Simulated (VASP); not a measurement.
# AlN (b) (F-43m) in VASP: single point with PBE

Aim: the single point of AlN (b) with PBE.

Program: VASP 6.6.1. These are calculated values, not measurements. Logs are shortened: lines on timing, memory, paths and dates and some standing lists are left out, and cuts for length are marked.

## (1) The cell of the first run

Symmetry: F-43m, No. 216, cubic system. The conventional cell has a = 4.403 Å, b = 4.403 Å, c = 4.403 Å, α = 90.00°, β = 90.00°, γ = 90.00°. Within 2.5 Å of Al (site symmetry -43m) lie 4 N at 1.91 Å. N (site symmetry -43m) has 4 Al at 1.91 Å within 2.5 Å.

## (2) Single point, PBE

Input file INCAR:

```
  ALGO = Normal
  EDIFF = 1E-6
  ENCUT = 600
  GGA = PE
  GGA_COMPAT = F
  ISIF = 2
  ISMEAR = 0
  LASPH = T
  LCHARG = F
  LREAL = F
  LWAVE = F
  NBANDS = 11
  NELM = 120
  PREC = Accurate
  SIGMA = 0.02
```

Input file KPOINTS:

```
k-points
0
Gamma
  10 10 10
```

Input file POSCAR:

```
AlN
1.0
    0.0000000000      2.2015870932      2.2015870932
    2.2015870932      0.0000000000      2.2015870932
    2.2015870932      2.2015870932      0.0000000000
Al N
1 1
Direct
    0.0000000000      0.0000000000      0.0000000000
    0.2500000000      0.2500000000      0.2500000000
```

Potentials or basis: VASP PAW PBE potentials, release 64 (Al, N).

Started as:

```
$ cat potpaw_PBE.64/Al/POTCAR potpaw_PBE.64/N/POTCAR > POTCAR
$ mpirun -np 1 vasp_std > vasp.out
```

OUTCAR:

```text
EDIFF = 1E-6
   ENCUT = 600
   GGA = PE
   ISIF = 2
   ISMEAR = 0
   LASPH = T
   LREAL = F
   NELM = 120
   PREC = Accurate

 ion  position               nearest neighbor table
   1  0.000  0.000  0.000-   2 1.91   2 1.91   2 1.91   2 1.91
   2  0.250  0.250  0.250-   1 1.91   1 1.91   1 1.91   1 1.91

  LATTYP: Found a face centered cubic cell.
 ALAT       =     4.4031741864

  Lattice vectors:

 A1 = (   0.0000000000,   2.2015870932,   2.2015870932)
 A2 = (   2.2015870932,   0.0000000000,   2.2015870932)
 A3 = (   2.2015870932,   2.2015870932,   0.0000000000)

Analysis of symmetry for initial positions (statically):
=====================================================================
 Subroutine PRICEL returns:
 Original cell was already a primitive cell.

 Routine SETGRP: Setting up the symmetry group for a
 face centered cubic supercell.

 Subroutine GETGRP returns: Found 24 space group operations
 (whereof 24 operations were pure point group operations)
 out of a pool of 48 trial point group operations.

The static configuration has the point symmetry T_d .

Analysis of symmetry for dynamics (positions and initial velocities):
=====================================================================
 Subroutine PRICEL returns:
 Original cell was already a primitive cell.

 Routine SETGRP: Setting up the symmetry group for a
 face centered cubic supercell.

 Subroutine GETGRP returns: Found 24 space group operations
 (whereof 24 operations were pure point group operations)
 out of a pool of 48 trial point group operations.

The dynamic configuration has the point symmetry T_d .

 Subroutine INISYM returns: Found 24 space group operations
 (whereof 24 operations are pure point group operations),
 and found     1 'primitive' translations

----------------------------------------------------------------------------------------

                                     Primitive cell

  volume of cell :      21.3421

  direct lattice vectors                    reciprocal lattice vectors
     0.000000000  2.201587093  2.201587093    -0.227108890  0.227108890  0.227108890
     2.201587093  0.000000000  2.201587093     0.227108890 -0.227108890  0.227108890
     2.201587093  2.201587093  0.000000000     0.227108890  0.227108890 -0.227108890

  length of vectors
     3.113514326  3.113514326  3.113514326     0.393364136  0.393364136  0.393364136

  position of ions in fractional coordinates (direct lattice)
     0.000000000  0.000000000  0.000000000
     0.250000000  0.250000000  0.250000000

  ion indices of the primitive-cell ions
   primitive index   ion index
                 1           1
                 2           2

----------------------------------------------------------------------------------------

 KPOINTS: k-points

Automatic generation of k-mesh.
 Grid dimensions read from file:
 generate k-points for:   10   10   10

 Generating k-lattice:

  Cartesian coordinates                     Fractional coordinates (reciprocal lattice)
    -0.022710889  0.022710889  0.022710889     0.100000000  0.000000000  0.000000000
     0.022710889 -0.022710889  0.022710889     0.000000000  0.100000000  0.000000000
     0.022710889  0.022710889 -0.022710889     0.000000000  0.000000000  0.100000000

  Length of vectors
     0.039336414  0.039336414  0.039336414

  Shift w.r.t. Gamma in fractional coordinates (k-lattice)
     0.000000000  0.000000000  0.000000000

 Subroutine IBZKPT returns following result:
 ===========================================

 Found     47 irreducible k-points:

 Following reciprocal coordinates:
            Coordinates               Weight
  0.000000  0.000000  0.000000      1.000000
  0.100000  0.000000  0.000000      8.000000
  0.200000  0.000000  0.000000      8.000000
  0.300000  0.000000  0.000000      8.000000
  0.400000  0.000000  0.000000      8.000000
  0.500000  0.000000  0.000000      4.000000
[... 16 lines left out ...]
  0.300000  0.300000  0.000000      6.000000
  0.400000  0.300000  0.000000     24.000000
 [... further k-points ...]
   k-points           NKPTS =     47   k-points in BZ     NKDIM =     47   number of bands    NBANDS=     11
   number of dos      NEDOS =    301   number of ions     NIONS =      2
   total plane-waves  NPLWV =  21952
   dimension x,y,z NGX =    28 NGY =   28 NGZ =   28
   dimension x,y,z NGXF=    56 NGYF=   56 NGZF=   56
   ions per type =               1   1
   NGX,Y,Z   is equivalent  to a cutoff of  14.95, 14.95, 14.95 a.u.
   NGXF,Y,Z  is equivalent  to a cutoff of  29.90, 29.90, 29.90 a.u.
 SYSTEM =  unknown system
   PREC   = accura    normal or accurate (medium, high low for compatibility)
   ISTART =      0    job   : 0-new  1-cont  2-samecut
   ICHARG =      2    charge: 1-file 2-atom 10-const
   ISPIN  =      1    spin polarized calculation?
   LNONCOLLINEAR =      F non collinear calculations
   LSORBIT =      F    spin-orbit coupling
   LASPH  =      T    aspherical Exc in radial PAW
   ENCUT  =  600.0 eV  44.10 Ry    6.64 a.u.   6.22  6.22  6.22*2*pi/ulx,y,z
   NELM   =    120;   NELMIN=  2; NELMDL= -5     # of ELM steps
   EDIFF  = 0.1E-05   stopping-criterion for ELM
   LREAL  =      F    real-space projection
   EDIFFG = 0.1E-04   stopping-criterion for IOM
   NSW    =      0    number of steps for IOM
   IBRION =     -1    ionic relax: 0-MD 1-quasi-New 2-CG
   NFREE  =      0    steps in history (QN), initial steepest desc. (CG)
   ISIF   =      2    stress and relaxation
   ISYM   =      2    0-nonsym 1-usesym 2-fastsym
   POTIM  = 0.5000    time-step for ionic-motion
   TEBEG  =    0.0;   TEEND  =   0.0 temperature during run
   PSTRESS=    0.0 pullay stress
   NELECT =       8.0000    total number of electrons
   NUPDOWN=      -1.0000    fix difference up-down
   EMIN   =  10.00;   EMAX   =-10.00  energy-range for DOS
   EFERMI =   0.00;   METHOD = LEGACY
   ISMEAR =     0;   SIGMA  =   0.02  broadening in eV -4-tet -1-fermi 0-gaus
   EFERMI_NEDOS =   21; number of points for ismear=-14 and -15
   IALGO  =     38    algorithm
   IMIX   =      4    mixing-type and parameters
     AMIX     =   0.40;   BMIX     =  1.00
     AMIX_MAG =   1.60;   BMIX_MAG =  1.00
  volume/ion in A,a.u.               =      10.67        72.01
  Fermi-wavevector in a.u.,A,eV,Ry     =   1.180390  2.230614 18.957286  1.393321
  Thomas-Fermi vector in A             =   2.316684
   LORBIT       =      0    0 simple, 1 ext, 2 COOP (PROOUT), +10 PAW based schemes
   GGA     = PE    functional components
   LHFCALC =     F    Hartree Fock is set to
   AEXX    =    0.0000 exact exchange contribution
   IVDW    =     0    specifies the selected vdW correction
   LEPSILON=     F    determine dielectric tensor
   LRPA    =     F    only Hartree local field effects (RPA)
 non-spin polarized calculation
 Gauss-broadening in eV      SIGMA  =   0.02
  energy-cutoff  :      600.00
  volume of cell :       21.34
 maximum number of plane-waves:       728
 NGX is ok and might be reduce to    28
   NGX = 13   NGY = 13   NGZ = 13

 number of electron       8.0000000 magnetization

 Free energy of the ion-electron system (eV)
  ---------------------------------------------------
  ext. energy  EPLUGINS =         0.00000000
  ---------------------------------------------------
  free energy    TOTEN  =       -14.84892104 eV

  energy without entropy =      -14.84892104  energy(sigma->0) =      -14.84892104

 E-fermi :   5.9284     XC(G=0): -10.8293

 val. band max:        5.7449334750   @ k =   0.0000   0.0000   0.0000
 cond. band min:       9.0500395296   @ k =   0.5000   0.5000   0.0000
 fundamental gap:      3.3051060545
 Fermi energy:         5.9284378955

 k-point     1 :       0.0000    0.0000    0.0000
  band No.  band energies     occupation
      1      -9.0983      2.00000
      2       5.7449      2.00000
      3       5.7449      2.00000
      4       5.7449      2.00000
      5       9.7294      0.00000
      6      18.0686      0.00000
      7      18.0686      0.00000
      8      18.0686      0.00000
      9      23.2414      0.00000
     10      23.2414      0.00000
     11      24.5968      0.00000

 k-point     2 :       0.1000    0.0000    0.0000
  band No.  band energies     occupation
      1      -8.9560      2.00000
      2       4.9339      2.00000
      3       5.6936      2.00000
      4       5.6936      2.00000
      5      10.3967      0.00000
      6      17.6814      0.00000
      7      18.1996      0.00000
      8      18.1996      0.00000
      9      22.0035      0.00000
     10      22.0035      0.00000
     11      23.8194      0.00000

 k-point     3 :       0.2000    0.0000    0.0000
  band No.  band energies     occupation
      1      -8.5518      2.00000
      2       3.3494      2.00000
      3       5.5656      2.00000
      4       5.5656      2.00000
      5      11.5219      0.00000
      6      16.8892      0.00000
      7      18.1492      0.00000
      8      18.1492      0.00000
      9      21.4633      0.00000
     10      21.4633      0.00000
     11      22.9430      0.00000

 k-point     4 :       0.3000    0.0000    0.0000
  band No.  band energies     occupation
      1      -7.9662      2.00000
      2       1.7366      2.00000
      3       5.4189      2.00000
      4       5.4189      2.00000
      5      12.3627      0.00000
      6      16.1505      0.00000
      7      17.5292      0.00000
      8      17.5292      0.00000
      9      22.4735      0.00000
     10      22.4735      0.00000
     11      22.7246      0.00000
[... 239 lines left out ...]
 k-point    22 :      -0.2000    0.2000    0.0000
  band No.  band energies     occupation
      1      -7.7739      2.00000
      2       2.0303      2.00000
      3       4.0808      2.00000
      4       5.4900      2.00000
      5      13.1236      0.00000
      6      15.5199      0.00000
      7      16.9228      0.00000
      8      18.0686      0.00000
      9      20.5193      0.00000
     10      23.8870      0.00000
     11      26.8204      0.00000

 k-point    23 :       0.3000    0.3000    0.0000
  band No.  band energies     occupation
      1      -7.6020      2.00000
      2       2.2613      2.00000
      3       4.5238      2.00000
      4       4.5238      2.00000
      5      10.9972      0.00000
      6      15.2766      0.00000
      7      17.3763      0.00000
      8      19.9736      0.00000
      9      19.9736      0.00000
     10      25.8924      0.00000
     11      29.1070      0.00000

 k-point    24 :       0.4000    0.3000    0.0000
  band No.  band energies     occupation
      1      -7.1563      2.00000
      2       1.6448      2.00000
      3       4.0691      2.00000
      4       4.3621      2.00000
      5      10.6069      0.00000
      6      15.1170      0.00000
      7      17.7151      0.00000
      8      20.0698      0.00000
      9      20.5613      0.00000
     10      26.7825      0.00000
     11      28.8936      0.00000

 [... further k-points ...]
[... 5 lines left out ...]
  --------------------------------------------------------------------------------------
  -------------------------------------------------------------------------------------
  Total       -0.0544894     -0.0544894     -0.0544894      0.0000000      0.0000000      0.0000000
  in kB       -4.0905787     -4.0905787     -4.0905787      0.0000000      0.0000000      0.0000000
  external PRESSURE =      -4.0905787 kB  Pullay stress =       0.0000000 kB

 VOLUME and BASIS-vectors are now :
 -----------------------------------------------------------------------------
  energy-cutoff  :      600.00
  volume of cell :       21.34
      direct lattice vectors                 reciprocal lattice vectors
     0.000000000  2.201587093  2.201587093    -0.227108890  0.227108890  0.227108890
     2.201587093  0.000000000  2.201587093     0.227108890 -0.227108890  0.227108890
     2.201587093  2.201587093  0.000000000     0.227108890  0.227108890 -0.227108890

 POSITION                                       TOTAL-FORCE (eV/Angst)
 -----------------------------------------------------------------------------------
      0.00000      0.00000      0.00000        -0.000000      0.000000     -0.000000
      1.10079      1.10079      1.10079         0.000000     -0.000000      0.000000
 -----------------------------------------------------------------------------------
    total drift:                                0.000000      0.000000      0.000000

  FREE ENERGIE OF THE ION-ELECTRON SYSTEM (eV)
  ---------------------------------------------------
  free  energy   TOTEN  =       -14.8489210404 eV

  energy  without entropy=      -14.8489210404  energy(sigma->0) =      -14.84892104
```

Wall time 15 s (1 thread of Intel Xeon Platinum 8559C (Emerald Rapids), shared host); peak memory 0.15 GiB.

What came out:

```
Free energy            : -14.8489 eV
Pressure               : -0.4 GPa
Band gap on the k mesh : 3.31 eV, indirect (least direct gap 3.98 eV)
```

Levels at points of the mesh, in eV from the valence-band top:
```csv
k point,band 2,band 3,band 4,band 5,band 6,band 7
"(0.00, 0.00, 0.00)",0.00,0.00,0.00,3.98,12.32,12.32
"(0.50, 0.00, 0.00)",-5.75,-0.48,-0.48,7.16,9.70,11.00
"(0.50, 0.50, 0.00)",-4.83,-1.75,-1.75,3.31,8.47,13.64
```
